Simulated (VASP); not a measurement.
# Zn (Im-3m) in VASP: further runs

The runs below take Zn through single point, relaxation of cell and atoms, with LDA.

Everything below comes from runs of VASP 6.6.1. Logs are shortened: lines on timing, memory, paths and dates and some standing lists are left out, and cuts for length are marked.

## (1) The cell of the first run

The structure is cubic, space group Im-3m (No. 229). The conventional cell has a = 2.899 Å, b = 2.899 Å, c = 2.899 Å, α = 90.00°, β = 90.00°, γ = 90.00°. Within 3.3 Å of Zn (site symmetry m-3m) lie 14 Zn at 2.51 to 2.90 Å.

## (2) Single point, LDA

Input file INCAR:

```
PREC = Accurate
ENCUT = 520
EDIFF = 1E-6
ISMEAR = -1
SIGMA = 0.1
LREAL = F
LASPH = T
NELM = 100
ALGO = Normal
ISIF = 2
LWAVE = F
LCHARG = T
GGA = CA
LELF = T
LVHAR = T
NBANDS = 12
```

Input file KPOINTS:

```
regular mesh
0
Gamma
  19 19 19
```

Input file POSCAR:

```
Zn
1.0
   -1.4495113593      1.4495113593      1.4495113593
    1.4495113593     -1.4495113593      1.4495113593
    1.4495113593      1.4495113593     -1.4495113593
Zn
1
Direct
    0.0000000000      0.0000000000      0.0000000000
```

Potentials or basis: VASP PAW LDA potentials, release 64 (Zn).

Started as:

```
$ cat potpaw_LDA.64/Zn/POTCAR > POTCAR
$ mpirun -np 1 vasp_std > vasp.out
```

OUTCAR:

```text
PREC = Accurate
   ENCUT = 520
   EDIFF = 1E-6
   ISMEAR = -1
   LREAL = F
   LASPH = T
   NELM = 100
   ISIF = 2
   GGA = CA

 ion  position               nearest neighbor table
   1  0.000  0.000  0.000-

  LATTYP: Found a body centered cubic cell.
 ALAT       =     2.8990227186

  Lattice vectors:

 A1 = (  -1.4495113593,   1.4495113593,   1.4495113593)
 A2 = (   1.4495113593,  -1.4495113593,   1.4495113593)
 A3 = (   1.4495113593,   1.4495113593,  -1.4495113593)

Analysis of symmetry for initial positions (statically):
=====================================================================
 Subroutine PRICEL returns:
 Original cell was already a primitive cell.

 Routine SETGRP: Setting up the symmetry group for a
 body centered cubic supercell.

 Subroutine GETGRP returns: Found 48 space group operations
 (whereof 48 operations were pure point group operations)
 out of a pool of 48 trial point group operations.

The static configuration has the point symmetry O_h .

Analysis of symmetry for dynamics (positions and initial velocities):
=====================================================================
 Subroutine PRICEL returns:
 Original cell was already a primitive cell.

 Routine SETGRP: Setting up the symmetry group for a
 body centered cubic supercell.

 Subroutine GETGRP returns: Found 48 space group operations
 (whereof 48 operations were pure point group operations)
 out of a pool of 48 trial point group operations.

The dynamic configuration has the point symmetry O_h .

 Subroutine INISYM returns: Found 48 space group operations
 (whereof 48 operations are pure point group operations),
 and found     1 'primitive' translations

----------------------------------------------------------------------------------------

                                     Primitive cell

  volume of cell :      12.1822

  direct lattice vectors                    reciprocal lattice vectors
    -1.449511359  1.449511359  1.449511359     0.000000000  0.344943830  0.344943830
     1.449511359 -1.449511359  1.449511359     0.344943830  0.000000000  0.344943830
     1.449511359  1.449511359 -1.449511359     0.344943830  0.344943830  0.000000000

  length of vectors
     2.510627320  2.510627320  2.510627320     0.487824243  0.487824243  0.487824243

  position of ions in fractional coordinates (direct lattice)
     0.000000000  0.000000000  0.000000000

  ion indices of the primitive-cell ions
   primitive index   ion index
                 1           1

----------------------------------------------------------------------------------------

 KPOINTS: regular mesh

Automatic generation of k-mesh.
 Grid dimensions read from file:
 generate k-points for:   19   19   19

 Generating k-lattice:

  Cartesian coordinates                     Fractional coordinates (reciprocal lattice)
     0.000000000  0.018154938  0.018154938     0.052631579  0.000000000  0.000000000
     0.018154938  0.000000000  0.018154938     0.000000000  0.052631579  0.000000000
     0.018154938  0.018154938  0.000000000     0.000000000  0.000000000  0.052631579

  Length of vectors
     0.025674960  0.025674960  0.025674960

  Shift w.r.t. Gamma in fractional coordinates (k-lattice)
     0.000000000  0.000000000  0.000000000

 Subroutine IBZKPT returns following result:
 ===========================================

 Found    220 irreducible k-points:

 Following reciprocal coordinates:
            Coordinates               Weight
  0.000000  0.000000  0.000000      1.000000
  0.052632  0.000000  0.000000     12.000000
  0.105263  0.000000  0.000000     12.000000
  0.157895  0.000000  0.000000     12.000000
  0.210526  0.000000  0.000000     12.000000
  0.263158  0.000000  0.000000     12.000000
[... 16 lines left out ...]
  0.263158  0.105263 -0.000000     48.000000
  0.315789  0.105263  0.000000     48.000000
 [... further k-points ...]
   k-points           NKPTS =    220   k-points in BZ     NKDIM =    220   number of bands    NBANDS=     12
   number of dos      NEDOS =    301   number of ions     NIONS =      1
   total plane-waves  NPLWV =   8000
   dimension x,y,z NGX =    20 NGY =   20 NGZ =   20
   dimension x,y,z NGXF=    40 NGYF=   40 NGZF=   40
   ions per type =               1
   NGX,Y,Z   is equivalent  to a cutoff of  13.24, 13.24, 13.24 a.u.
   NGXF,Y,Z  is equivalent  to a cutoff of  26.49, 26.49, 26.49 a.u.
 SYSTEM =  unknown system
   PREC   = accura    normal or accurate (medium, high low for compatibility)
   ISTART =      0    job   : 0-new  1-cont  2-samecut
   ICHARG =      2    charge: 1-file 2-atom 10-const
   ISPIN  =      1    spin polarized calculation?
   LNONCOLLINEAR =      F non collinear calculations
   LSORBIT =      F    spin-orbit coupling
   LASPH  =      T    aspherical Exc in radial PAW
   ENCUT  =  520.0 eV  38.22 Ry    6.18 a.u.   4.67  4.67  4.67*2*pi/ulx,y,z
   NELM   =    100;   NELMIN=  2; NELMDL= -5     # of ELM steps
[... 118 lines left out ...]
      3      -3.7578      2.00000
      4      -3.3867      2.00000
      5      -3.1783      2.00000
      6      -3.0561      2.00000
      7      16.3890      0.00000
      8      22.1539      0.00000
      9      22.5829      0.00000
     10      24.3569      0.00000
     11      25.8679      0.00000
     12      29.7485      0.00000

 k-point     6 :       0.2632    0.0000    0.0000
  band No.  band energies     occupation
      1      -5.4478      2.00000
      2      -4.0928      2.00000
      3      -3.5382      2.00000
      4      -3.1814      2.00000
      5      -3.1810      2.00000
      6      -3.0471      2.00000
      7      13.5704      0.00000
      8      20.8778      0.00000
      9      21.4711      0.00000
     10      23.6616      0.00000
     11      25.4513      0.00000
     12      30.8125      0.00000

 k-point     7 :       0.3158    0.0000    0.0000
  band No.  band energies     occupation
      1      -5.0333      2.00000
      2      -4.1681      2.00000
      3      -3.1670      2.00000
      4      -3.0369      2.00000
      5      -2.9736      2.00000
      6      -2.8991      2.00000
      7      10.9205      0.00000
      8      19.8099      0.00000
      9      20.5635      0.00000
     10      23.1141      0.00000
     11      25.1405      0.00000
     12      32.0885      0.00000

 k-point     8 :       0.3684    0.0000    0.0000
  band No.  band energies     occupation
      1      -4.9027      2.00000
      2      -4.2327      2.00000
      3      -3.1444      2.00000
      4      -3.0271      2.00000
      5      -2.7880      2.00000
      6      -1.7945      2.00000
      7       8.4645      0.00000
      8      18.9772      0.00000
      9      19.8718      0.00000
     10      22.7096      0.00000
     11      24.9254      0.00000
     12      33.5617      0.00000
[... 166 lines left out ...]
 k-point    20 :       0.1053    0.1053    0.0000
  band No.  band energies     occupation
      1      -6.4477      2.00000
      2      -3.9325      2.00000
      3      -3.8865      2.00000
      4      -3.4449      2.00000
      5      -3.1845      2.00000
      6      -3.0436      2.00000
      7      19.4890      0.00000
      8      19.7051      0.00000
      9      22.8851      0.00000
     10      26.5630      0.00000
     11      27.5639      0.00000
     12      29.2979      0.00000

 k-point    21 :       0.1579    0.1053    0.0000
  band No.  band energies     occupation
      1      -5.8326      2.00000
      2      -3.9902      2.00000
      3      -3.8903      2.00000
      4      -3.2195      2.00000
      5      -3.2114      2.00000
      6      -3.0114      2.00000
      7      16.6412      0.00000
      8      18.4028      0.00000
      9      21.6839      0.00000
     10      26.0621      0.00000
     11      27.8515      0.00000
     12      29.5493      0.00000

 k-point    22 :       0.2105    0.1053    0.0000
  band No.  band energies     occupation
      1      -5.2165      2.00000
      2      -4.0668      2.00000
      3      -3.7893      2.00000
      4      -3.2154      2.00000
      5      -3.0469      2.00000
      6      -2.8169      2.00000
      7      13.8327      0.00000
      8      17.3697      0.00000
      9      20.6252      0.00000
     10      25.4523      0.00000
     11      28.1822      0.00000
     12      29.6511      0.00000

 k-point    23 :       0.2632    0.1053   -0.0000
  band No.  band energies     occupation
      1      -4.8497      2.00000
      2      -4.1418      2.00000
      3      -3.5114      2.00000
      4      -3.1936      2.00000
      5      -3.0011      2.00000
      6      -2.2437      2.00000
      7      11.1866      0.00000
      8      16.5166      0.00000
      9      19.7433      0.00000
     10      24.9337      0.00000
     11      28.1108      0.00000
     12      30.3427      0.00000

 k-point    24 :       0.3158    0.1053    0.0000
  band No.  band energies     occupation
      1      -4.7564      2.00000
      2      -4.2045      2.00000
      3      -3.2651      2.00000
      4      -3.1470      2.00000
      5      -2.9313      2.00000
      6      -1.2441      2.00000
      7       8.7285      0.00000
      8      15.8559      0.00000
      9      19.0619      0.00000
     10      24.5400      0.00000
     11      27.8982      0.00000
     12      31.4188      0.00000

 [... further k-points ...]
[... 5 lines left out ...]
  --------------------------------------------------------------------------------------
  -------------------------------------------------------------------------------------
  Total        1.2205397      1.2205397      1.2205397      0.0000000      0.0000000     -0.0000000
  in kB      160.5231322    160.5231322    160.5231322      0.0000000      0.0000000     -0.0000000
  external PRESSURE =     160.5231322 kB  Pullay stress =       0.0000000 kB

 VOLUME and BASIS-vectors are now :
 -----------------------------------------------------------------------------
  energy-cutoff  :      520.00
  volume of cell :       12.18
      direct lattice vectors                 reciprocal lattice vectors
    -1.449511359  1.449511359  1.449511359     0.000000000  0.344943830  0.344943830
     1.449511359 -1.449511359  1.449511359     0.344943830  0.000000000  0.344943830
     1.449511359  1.449511359 -1.449511359     0.344943830  0.344943830  0.000000000

 POSITION                                       TOTAL-FORCE (eV/Angst)
 -----------------------------------------------------------------------------------
      0.00000      0.00000      0.00000         0.000000     -0.000000     -0.000000
 -----------------------------------------------------------------------------------
    total drift:                                0.000000     -0.000000      0.000000

  FREE ENERGIE OF THE ION-ELECTRON SYSTEM (eV)
  ---------------------------------------------------
  free  energy   TOTEN  =        -1.7094679955 eV

  energy  without entropy=       -1.6990155636  energy(sigma->0) =       -1.70424178
```

It took 20 s on 1 thread of Intel Xeon Platinum 8259CL at 2.50GHz (Skylake/Cascade Lake), shared host; peak memory 0.14 GiB.

Results:

| Quantity | Value |
| --- | --- |
| Free energy | -1.7095 eV |
| Pressure | 16.1 GPa |
| Band gap on the k mesh | zero (band 6 reaches 8.90 eV, above the bottom of band 7 at 4.30 eV) |

## (3) Single point, LDA

Input file INCAR:

```
SYSTEM = Zn
  PREC = Accurate
  ENCUT = 520
  EDIFF = 1E-6
  ISMEAR = -1
  SIGMA = 0.1
  LREAL = .False.
  LASPH = .True.
  NELM = 60
  ALGO = Normal
  ISIF = 2
  LWAVE = .False.
  LCHARG = .False.
  NBANDS = 12
```

Input file KPOINTS:

```
Automatic mesh
0
Gamma
  19 19 19
  0 0 0
```

POSCAR is that of step 2.

Potentials or basis: VASP PAW LDA potentials, release 64 (Zn).

Started as:

```
$ cat potpaw_LDA.64/Zn/POTCAR > POTCAR
$ mpirun -np 1 vasp_std > vasp.out
```

Wall time 21 s (1 thread of Intel Xeon Platinum 8259CL at 2.50GHz (Skylake/Cascade Lake), shared host); peak memory 0.14 GiB.

The run converged. Its results:

```
Free energy            : -1.7095 eV
Pressure               : 16.1 GPa
Band gap on the k mesh : zero (band 6 reaches 8.90 eV, above the bottom of band 7 at 4.30 eV)
```

Levels at points of the mesh, in eV from the Fermi level:
```csv
k point,band 4,band 5,band 6,band 7,band 8,band 9
"(0.00, 0.00, 0.00)",-8.89,-8.13,-8.13,22.72,22.72,22.72
```

## (4) Relaxation of cell and atoms, LDA, target pressure 15 GPa, at which the enthalpy is minimised

This run uses another cell than the first one, of 12.06 Å³/atom, 0.990 times its volume.

Input file INCAR:

```
PREC = Accurate
ENCUT = 600
EDIFF = 1E-7
ISMEAR = -1
SIGMA = 0.1
LREAL = False
LASPH = True
NELM = 80
ALGO = Normal
ISIF = 3
LWAVE = False
LCHARG = False
GGA = CA
IBRION = 2
NSW = 60
EDIFFG = -0.005
PSTRESS = 150.0
```

Input file KPOINTS:

```
regular mesh
0
Gamma
  19 19 19
```

Input file POSCAR:

```
Zn
1.0
   -1.4445437272      1.4445437272      1.4445437272
    1.4445437272     -1.4445437272      1.4445437272
    1.4445437272      1.4445437272     -1.4445437272
Zn
1
Direct
    0.0000000000      0.0000000000      0.0000000000
```

Started as:

```
$ cat potpaw_LDA.64/Zn/POTCAR > POTCAR
$ mpirun -np 1 vasp_std > vasp.out
```

Wall time 24 s (1 thread of Intel Xeon Platinum 8559C (Emerald Rapids), shared host); peak memory 0.14 GiB.

It converged, with:

```yaml
Free_energy: -1.7156 eV
Relaxed_volume: 12.25 Å³/atom
Relaxed_cell: a = 2.515 Å, b = 2.515 Å, c = 2.515 Å, α = 109.47°, β = 109.47°, γ = 109.47°
Space_group_after_relaxing_to_0.05_Å: Im-3m (No. 229)
Energy_change_on_relaxing_the_enthalpy_is_what_falls: -19.4 meV/atom
Ionic_steps: 3
Pressure_after_relaxing: 15.0 GPa
Band_gap_on_the_k_mesh: zero (band 6 reaches 8.84 eV, above the bottom of band 7 at 4.24 eV)
```

Step by step:
| step | energy change (eV) | largest force (eV/Å) | pressure (GPa) | volume (Å³) |
| --- | --- | --- | --- | --- |
| 1 | 0.0000 | 0.0000 | 17.67 | 12.06 |
| 2 | -0.0337 | 0.0000 | 12.87 | 12.41 |
| 3 | -0.0194 | 0.0000 | 14.99 | 12.25 |

Final structure:
```yaml
crystal:
  lattice:
    - [-1.45210, 1.45210, 1.45210]
    - [1.45210, -1.45210, 1.45210]
    - [1.45210, 1.45210, -1.45210]
  atoms:
    - { symbol: Zn, position: [0.00000, 0.00000, 0.00000] }
```

Levels at points of the mesh, in eV from the Fermi level:
```tsv
k point	band 3	band 4	band 5	band 6	band 7	band 8	band 9	band 10
(0.00, 0.00, 0.00)	-8.87	-8.87	-8.11	-8.11	22.67	22.67	22.70	22.70
```

Caveat: the cell is relaxed towards a set pressure, so the enthalpy falls and the energy may rise.

## (5) Relaxation of cell and atoms, LDA, target pressure 15 GPa, at which the enthalpy is minimised

Input file INCAR:

```
SYSTEM = Zn
PREC     = Accurate       ! precision mode
ENCUT    = 600            ! plane-wave cutoff, eV
EDIFF    = 1E-6           ! SCF threshold, eV
ISMEAR   = -1             ! smearing method
SIGMA    = 0.1            ! smearing width, eV
LREAL    = .False.        ! projectors in reciprocal space
LASPH    = .True.         ! aspherical terms in the spheres
NELM     = 60             ! most SCF steps
ALGO     = Normal         ! electronic algorithm
ISIF     = 3              ! what is computed and relaxed
LWAVE    = .False.        ! write WAVECAR
LCHARG   = .False.        ! write CHGCAR
IBRION   = 2              ! ionic algorithm
NSW      = 32             ! ionic steps
EDIFFG   = -0.005         ! ionic threshold
PSTRESS  = 150.0
```

Input file KPOINTS:

```
Automatic mesh
0
Gamma
  19 19 19
  0 0 0
```

Input file POSCAR:

```
Zn
1.0
   -1.4495113593      1.4495113593      1.4495113593
    1.4495113593     -1.4495113593      1.4495113593
    1.4495113593      1.4495113593     -1.4495113593
Zn
1
Direct
    0.0000000000      0.0000000000      0.0000000000
```

Started as:

```
$ cat potpaw_LDA.64/Zn/POTCAR > POTCAR
$ mpirun -np 1 vasp_std > vasp.out
```

Run time: 20 s. Hardware: 1 thread of Intel Xeon Platinum 8559C (Emerald Rapids), shared host; peak memory 0.15 GiB.

It converged, with:

* Free energy: -1.7156 eV
* Relaxed volume: 12.25 Å³/atom
* Relaxed cell: a = 2.515 Å, b = 2.515 Å, c = 2.515 Å, α = 109.47°, β = 109.47°, γ = 109.47°
* Space group after relaxing (to 0.05 Å): Im-3m (No. 229)
* Energy change on relaxing (the enthalpy is what falls): -6.2 meV/atom
* Ionic steps: 3
* Pressure after relaxing: 15.0 GPa
* Band gap on the k mesh: zero (band 6 reaches 8.84 eV, above the bottom of band 7 at 4.24 eV)

The path:
| step | energy change (eV) | largest force (eV/Å) | pressure (GPa) | volume (Å³) |
| --- | --- | --- | --- | --- |
| 1 | 0.0000 | 0.0000 | 15.95 | 12.18 |
| 2 | -0.0120 | 0.0000 | 14.15 | 12.31 |
| 3 | -0.0062 | 0.0000 | 15.01 | 12.25 |

Final structure:
```cif
data_structure
_symmetry_space_group_name_H-M 'P 1'
_symmetry_Int_Tables_number 1
_cell_length_a 2.5150
_cell_length_b 2.5150
_cell_length_c 2.5150
_cell_angle_alpha 109.471
_cell_angle_beta 109.471
_cell_angle_gamma 109.471
_cell_volume 12.25
loop_
_atom_site_label
_atom_site_type_symbol
_atom_site_fract_x
_atom_site_fract_y
_atom_site_fract_z
_atom_site_occupancy
Zn1 Zn 0.00000 0.00000 0.00000 1
```

Levels at points of the mesh, in eV from the Fermi level:
| k point | band 4 | band 5 | band 6 | band 7 | band 8 | band 9 |
| --- | --- | --- | --- | --- | --- | --- |
| (0.00, 0.00, 0.00) | -8.87 | -8.11 | -8.11 | 22.67 | 22.67 | 22.70 |

Caveat: the cell is relaxed towards a set pressure, so the enthalpy falls and the energy may rise.

## (6) The runs side by side

| task | cell | cutoff (eV) | gap on the mesh (eV) | pressure (GPa) |
| --- | --- | --- | --- | --- |
| single point | a = 2.511 Å, angles 109.5°, 1 atom | 520 | none | 16.1 |
| relaxation of cell and atoms | relaxed to 15 GPa from a = 2.502 Å, angles 109.5°, 1 atom | 600 | none | 15.0 |
| relaxation of cell and atoms | relaxed to 15 GPa from a = 2.511 Å, angles 109.5°, 1 atom | 600 | none | 15.0 |

Alike in all rows: level LDA; potentials or basis VASP PAW LDA potentials, release 64 (Zn); no spin polarisation; k mesh 19 × 19 × 19; smearing fermi-dirac 0.1 eV.

Caveats: the cell is relaxed towards a set pressure, so the enthalpy falls and the energy may rise (some runs).

Absolute energies hang on the potentials; compare differences alone.
